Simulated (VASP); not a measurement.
Wanted: the native input for a VASP 6.6.1 run.

```
Task                   : single point
Functional             : r2SCAN
Potentials or basis    : VASP PAW PBE potentials, release 64 (Ge_d)
Cutoff                 : 520 eV
k mesh                 : 8 × 8 × 4
Occupations            : fermi-dirac, width 0.05 eV
Spin                   : no spin polarisation
Dipole correction      : no
Further INCAR settings : ALGO = Normal; EDIFF = 1e-06; NBANDS = 36
```

The system is Ge.

```
Ge
1.0
     3.94356    0.00000    0.00000
    -1.97178    3.41522    0.00000
     0.00000    0.00000    6.51019
Ge
4
Direct
  0.33333 0.66667 0.93710
  0.66667 0.33333 0.43710
  0.33333 0.66667 0.56290
  0.66667 0.33333 0.06290
```

The input as run:

POSCAR

```
Ge
1.0
    3.9435577898      0.0000000000      0.0000000000
   -1.9717788949      3.4152212273      0.0000000000
    0.0000000000      0.0000000000      6.5101862333
Ge
4
Direct
    0.3333333333      0.6666666667      0.9370987500
    0.6666666667      0.3333333333      0.4370987500
    0.3333333333      0.6666666667      0.5629012500
    0.6666666667      0.3333333333      0.0629012500
```

INCAR.step1

```
PREC     = Accurate       # precision mode
ENCUT    = 520            # plane-wave cutoff, eV
ISMEAR   = -1             # smearing method
SIGMA    = 0.05           # smearing width, eV
LREAL    = False          # projectors in reciprocal space
LASPH    = True           # aspherical terms in the spheres
NELM     = 100            # most SCF steps
NBANDS   = 36             # bands
GGA      = PE             # functional
ALGO     = Normal         # electronic algorithm
EDIFF    = 1E-4           # SCF threshold, eV
LWAVE    = True           # write WAVECAR
LCHARG   = False          # write CHGCAR
```

INCAR.step2

```
PREC     = Accurate       # precision mode
ENCUT    = 520            # plane-wave cutoff, eV
EDIFF    = 1E-6           # SCF threshold, eV
ISMEAR   = -1             # smearing method
SIGMA    = 0.05           # smearing width, eV
LREAL    = False          # projectors in reciprocal space
LASPH    = True           # aspherical terms in the spheres
NELM     = 100            # most SCF steps
ALGO     = Normal         # electronic algorithm
ISIF     = 2              # what is computed and relaxed
LWAVE    = False          # write WAVECAR
LCHARG   = True           # write CHGCAR
METAGGA  = R2SCAN         # meta-GGA
LMIXTAU  = True         
LELF     = True           # ELF
LVHAR    = True         
NBANDS   = 36             # bands
ISTART   = 1
```

KPOINTS

```
regular mesh
0
Gamma
  8 8 4
```

Potentials or basis: VASP PAW PBE potentials, release 64 (Ge_d).

Launch:

```console
$ cat potpaw_PBE.64/Ge_d/POTCAR > POTCAR
$ cp INCAR.step1 INCAR
$ mpirun -np 1 vasp_std > vasp.out
$ cp INCAR.step2 INCAR
$ mpirun -np 1 vasp_std > vasp.out
```

Results of the run:

```yaml
Pressure: 3.2 GPa
Largest_force: 0.025 eV/Å
Band_gap_on_the_k_mesh: 0.17 eV, direct
```

Caveat: the PAW data sets were made with another functional, which shifts forces and pressure a little.

Run time: 3.3 min on 1 thread of Intel(R) Xeon(R) Platinum 8559C (Emerald Rapids), with other jobs on the host, peak memory 0.24 GiB.
